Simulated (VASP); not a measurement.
# Fe (Pm-3m) in VASP: a series of runs, part 2 of 2

VASP 6.6.1.

## Step 3: Single point, RPBE (volume scaled by 0.96)

Contents of INCAR:

```
SYSTEM = Fe
PREC = Accurate
ENCUT = 600
EDIFF = 1E-6
ISMEAR = -1
SIGMA = 0.1
LREAL = .FALSE.
LASPH = .TRUE.
NELM = 120
ALGO = Normal
ISIF = 2
LWAVE = .FALSE.
LCHARG = .FALSE.
GGA = RP
NBANDS = 14
GGA_COMPAT = .FALSE.
```

Contents of KPOINTS:

```
regular mesh
0
G
  15 15 15
  0 0 0
```

Contents of POSCAR:

```
Fe
1.0
    2.2570722156      0.0000000000      0.0000000000
    0.0000000000      2.2570722156      0.0000000000
    0.0000000000      0.0000000000      2.2570722156
Fe
1
Direct
    0.0000000000      0.0000000000      0.0000000000
```

Potentials or basis: VASP PAW PBE potentials, release 64 (Fe_sv).

Run with:

```bash
$ cat potpaw_PBE.64/Fe_sv/POTCAR > POTCAR
$ mpirun -np 1 vasp_std > vasp.out
```

OUTCAR:

```text
SYSTEM = Fe
   PREC = Accurate
   ENCUT = 600
   EDIFF = 1E-6
   ISMEAR = -1
   LREAL = .FALSE.
   LASPH = .TRUE.
   NELM = 120
   ISIF = 2
   GGA = RP

 ion  position               nearest neighbor table
   1  0.000  0.000  0.000-

  LATTYP: Found a simple cubic cell.
 ALAT       =     2.2570722156

  Lattice vectors:

 A1 = (   2.2570722156,   0.0000000000,   0.0000000000)
 A2 = (   0.0000000000,   2.2570722156,   0.0000000000)
 A3 = (   0.0000000000,   0.0000000000,   2.2570722156)

Analysis of symmetry for initial positions (statically):
=====================================================================
 Subroutine PRICEL returns:
 Original cell was already a primitive cell.

 Routine SETGRP: Setting up the symmetry group for a
 simple cubic supercell.

 Subroutine GETGRP returns: Found 48 space group operations
 (whereof 48 operations were pure point group operations)
 out of a pool of 48 trial point group operations.

The static configuration has the point symmetry O_h .

Analysis of symmetry for dynamics (positions and initial velocities):
=====================================================================
 Subroutine PRICEL returns:
 Original cell was already a primitive cell.

 Routine SETGRP: Setting up the symmetry group for a
 simple cubic supercell.

 Subroutine GETGRP returns: Found 48 space group operations
 (whereof 48 operations were pure point group operations)
 out of a pool of 48 trial point group operations.

The dynamic configuration has the point symmetry O_h .

 Subroutine INISYM returns: Found 48 space group operations
 (whereof 48 operations are pure point group operations),
 and found     1 'primitive' translations

----------------------------------------------------------------------------------------

                                     Primitive cell

  volume of cell :      11.4984
[... 107 lines left out ...]
     AMIX_MAG =   1.60;   BMIX_MAG =  1.00
  volume/ion in A,a.u.               =      11.50        77.59
  Fermi-wavevector in a.u.,A,eV,Ry     =   1.827691  3.453835 45.449627  3.340453
  Thomas-Fermi vector in A             =   2.882738
   LORBIT       =      0    0 simple, 1 ext, 2 COOP (PROOUT), +10 PAW based schemes
   GGA     = RP    functional components
   LHFCALC =     F    Hartree Fock is set to
   AEXX    =    0.0000 exact exchange contribution
   IVDW    =     0    specifies the selected vdW correction
   LEPSILON=     F    determine dielectric tensor
   LRPA    =     F    only Hartree local field effects (RPA)
 non-spin polarized calculation
  energy-cutoff  :      600.00
  volume of cell :       11.50
 maximum number of plane-waves:       397
 NGX is ok and might be reduce to    18
   NGX =  9   NGY =  9   NGZ =  9

 number of electron      16.0000023 magnetization

 Free energy of the ion-electron system (eV)
  ---------------------------------------------------
  ext. energy  EPLUGINS =         0.00000000
  ---------------------------------------------------
  free energy    TOTEN  =        -6.71082961 eV

  energy without entropy =       -6.63573685  energy(sigma->0) =       -6.67328323

 E-fermi :  12.2844     XC(G=0): -13.4209

 val. band max:       12.2809498618   @ k =   0.4000   0.2667   0.2000
 cond. band min:      12.2854650811   @ k =   0.2667   0.0667   0.0000
 fundamental gap:      0.0045152192
 Fermi energy:        12.2844118140

 k-point     1 :       0.0000    0.0000    0.0000
  band No.  band energies     occupation
      1     -75.0355      2.00000
      2     -40.6480      2.00000
      3     -40.6480      2.00000
      4     -40.6480      2.00000
      5       3.8514      2.00000
      6       8.4064      2.00000
      7       8.4064      2.00000
      8      13.2885      0.00009
      9      13.2885      0.00009
     10      13.2885      0.00009
     11      32.9529      0.00000
     12      32.9529      0.00000
     13      32.9529      0.00000
     14      37.1417      0.00000
[... 377 lines left out ...]
      1     -74.9296      2.00000
      2     -41.1257      2.00000
      3     -40.8312      2.00000
      4     -40.5856      2.00000
      5       7.6258      2.00000
      6       9.2659      2.00000
      7      10.3481      2.00000
      8      12.1332      1.63863
      9      12.3533      0.66841
     10      12.8580      0.00643
     11      21.8348      0.00000
     12      29.2524      0.00000
     13      37.6498      0.00000
     14      39.0143      0.00000

 [... further k-points ...]
[... 5 lines left out ...]
  --------------------------------------------------------------------------------------
  -------------------------------------------------------------------------------------
  Total        0.3434591      0.3434591      0.3434591     -0.0000000     -0.0000000      0.0000000
  in kB       47.8574133     47.8574133     47.8574133     -0.0000000     -0.0000000      0.0000000
  external PRESSURE =      47.8574133 kB  Pullay stress =       0.0000000 kB

 VOLUME and BASIS-vectors are now :
 -----------------------------------------------------------------------------
  energy-cutoff  :      600.00
  volume of cell :       11.50
      direct lattice vectors                 reciprocal lattice vectors
     2.257072216  0.000000000  0.000000000     0.443051841  0.000000000  0.000000000
     0.000000000  2.257072216  0.000000000     0.000000000  0.443051841  0.000000000
     0.000000000  0.000000000  2.257072216     0.000000000  0.000000000  0.443051841

 POSITION                                       TOTAL-FORCE (eV/Angst)
 -----------------------------------------------------------------------------------
      0.00000      0.00000      0.00000         0.000000      0.000000      0.000000
 -----------------------------------------------------------------------------------
    total drift:                                0.000000      0.000000      0.000000

  FREE ENERGIE OF THE ION-ELECTRON SYSTEM (eV)
  ---------------------------------------------------
  free  energy   TOTEN  =        -6.7108296109 eV

  energy  without entropy=       -6.6357368541  energy(sigma->0) =       -6.67328323
```

stdout:

```text
POSCAR found type information on POSCAR Fe
 POSCAR found :  1 types and       1 ions
 scaLAPACK will be used
 -----------------------------------------------------------------------------
|                                                                             |
|                                                                             |
|     You enforced a specific xc type in the INCAR file but a different       |
|     I HOPE YOU KNOW WHAT YOU ARE DOING!                                     |
|                                                                             |
 -----------------------------------------------------------------------------

 LDA part: xc-table for (Slater+PW92), standard interpolation
 POSCAR, INCAR and KPOINTS ok, starting setup
 FFT: planning ... GRIDC
 FFT: planning ... GRID_SOFT
 FFT: planning ... GRID
 WAVECAR not read
 entering main loop
```

It took 12 s on 1 thread of Intel Xeon Platinum 8375C at 2.90GHz (Ice Lake), shared host; peak memory 0.13 GiB.

What came out:

| Quantity | Value |
| --- | --- |
| Free energy | -6.7108 eV |
| Pressure | 4.8 GPa |
| Band gap on the k mesh | zero (band 8 reaches 14.37 eV, above the bottom of band 9 at 11.60 eV) |

Caveat: the cell differs from its parent crystal (volume scaled by 0.96); the PAW data sets were made with another functional, which shifts forces and pressure a little; the run has no spin polarisation, though such a crystal can be magnetic.

## Step 4: Single point, RPBE

This run uses another cell than the first one, of 11.98 Å³/atom, 0.942 times its volume.

Contents of INCAR:

```
SYSTEM = Fe
PREC = Accurate ; ENCUT = 600
EDIFF = 1E-6 ; ISMEAR = -1
SIGMA = 0.1 ; LREAL = .FALSE.
LASPH = .TRUE. ; NELM = 120
ALGO = Normal ; ISIF = 2
LWAVE = .FALSE. ; LCHARG = .TRUE.
GGA = RP ; LELF = .TRUE.
LVHAR = .TRUE. ; NBANDS = 10
GGA_COMPAT = .FALSE.
```

Contents of KPOINTS:

```
regular mesh
0
G
  22 22 22
  0 0 0
```

Contents of POSCAR:

```
Fe
1.0
    2.2879948557      0.0000000000      0.0000000000
    0.0000000000      2.2879948557      0.0000000000
    0.0000000000      0.0000000000      2.2879948557
Fe
1
Direct
    0.0000000000      0.0000000000      0.0000000000
```

Potentials or basis: VASP PAW PBE potentials, release 64 (Fe).

Run with:

```bash
$ cat potpaw_PBE.64/Fe/POTCAR > POTCAR
$ mpirun -np 1 vasp_std > vasp.out
```

OUTCAR:

```text
SYSTEM = Fe
   PREC = Accurate
   ENCUT = 600
   EDIFF = 1E-6
   ISMEAR = -1
   LREAL = .FALSE.
   LASPH = .TRUE.
   NELM = 120
   ISIF = 2
   GGA = RP

 ion  position               nearest neighbor table
   1  0.000  0.000  0.000-

  LATTYP: Found a simple cubic cell.
 ALAT       =     2.2879948557

  Lattice vectors:

 A1 = (   2.2879948557,   0.0000000000,   0.0000000000)
 A2 = (   0.0000000000,   2.2879948557,   0.0000000000)
 A3 = (   0.0000000000,   0.0000000000,   2.2879948557)

[... 480 lines left out ...]
      2       2.1468      2.00000
      3       2.2566      2.00000
      4       6.3080      0.00262
      5       6.4339      0.00074
      6       6.4806      0.00047
      7      23.4136      0.00000
      8      23.9908      0.00000
      9      26.7727      0.00000
     10      30.7192      0.00000

 [... further k-points ...]
[... 5 lines left out ...]
  --------------------------------------------------------------------------------------
  -------------------------------------------------------------------------------------
  Total       -0.0619960     -0.0619960     -0.0619960      0.0000000      0.0000000      0.0000000
  in kB       -8.2929578     -8.2929578     -8.2929578      0.0000000      0.0000000      0.0000000
  external PRESSURE =      -8.2929578 kB  Pullay stress =       0.0000000 kB

 VOLUME and BASIS-vectors are now :
 -----------------------------------------------------------------------------
  energy-cutoff  :      600.00
  volume of cell :       11.98
      direct lattice vectors                 reciprocal lattice vectors
     2.287994856  0.000000000  0.000000000     0.437063920  0.000000000  0.000000000
     0.000000000  2.287994856  0.000000000     0.000000000  0.437063920  0.000000000
     0.000000000  0.000000000  2.287994856     0.000000000  0.000000000  0.437063920

 POSITION                                       TOTAL-FORCE (eV/Angst)
 -----------------------------------------------------------------------------------
      0.00000      0.00000      0.00000         0.000000      0.000000      0.000000
 -----------------------------------------------------------------------------------
    total drift:                               -0.000000      0.000000      0.000000

  FREE ENERGIE OF THE ION-ELECTRON SYSTEM (eV)
  ---------------------------------------------------
  free  energy   TOTEN  =        -6.6437992249 eV

  energy  without entropy=       -6.5631489238  energy(sigma->0) =       -6.60347407
```

It took 31 s on 1 thread of Intel Xeon 6975P-C, shared host; peak memory 0.16 GiB.

Results:

| Item | Value |
| --- | --- |
| Free energy | -6.6438 eV |
| Pressure | -0.8 GPa |
| Band gap on the k mesh | zero (band 4 reaches 7.69 eV, above the bottom of band 5 at 5.04 eV) |

Levels at points of the mesh, in eV from the Fermi level:
```csv
k point,band 2,band 3,band 4,band 5,band 6,band 7
"(0.00, 0.00, 0.00)",-3.64,-3.64,0.93,0.93,0.93,20.39
"(0.50, 0.00, 0.00)",-3.03,-1.17,-0.58,-0.58,1.07,5.57
"(0.50, 0.50, 0.00)",-2.47,-0.26,-0.26,1.96,5.74,5.74
"(0.50, 0.50, 0.50)",-3.32,-3.32,2.04,2.04,12.79,13.35
```

Caveat: the PAW data sets were made with another functional, which shifts forces and pressure a little; the run has no spin polarisation, though such a crystal can be magnetic. Spin polarisation is off, so any magnetic state and its effect on volume and gap are missing.

## Step 5: Summary

| task | potentials or basis | cell | k mesh | second run | gap on the mesh (eV) | pressure (GPa) |
| --- | --- | --- | --- | --- | --- | --- |
| relaxation of cell and atoms | VASP PAW PBE potentials, release 64 (Fe_sv) | relaxed from a = 2.334 Å, 1 atom | 13 × 13 × 13 | valence_matched | none | 0.1 |
| single point | VASP PAW PBE potentials, release 64 (Fe_sv) | a = 2.257 Å, 1 atom | 15 × 15 × 15 | valence_matched | none | 4.8 |
| single point | VASP PAW PBE potentials, release 64 (Fe) | a = 2.288 Å, 1 atom | 22 × 22 × 22 | - | none | -0.8 |

Alike in all rows: level RPBE; no spin polarisation; cutoff (eV) 600; smearing fermi-dirac 0.1 eV.

Caveats: the PAW data sets were made with another functional, which shifts forces and pressure a little; the run has no spin polarisation, though such a crystal can be magnetic.

Absolute energies hang on the potentials; compare differences alone.
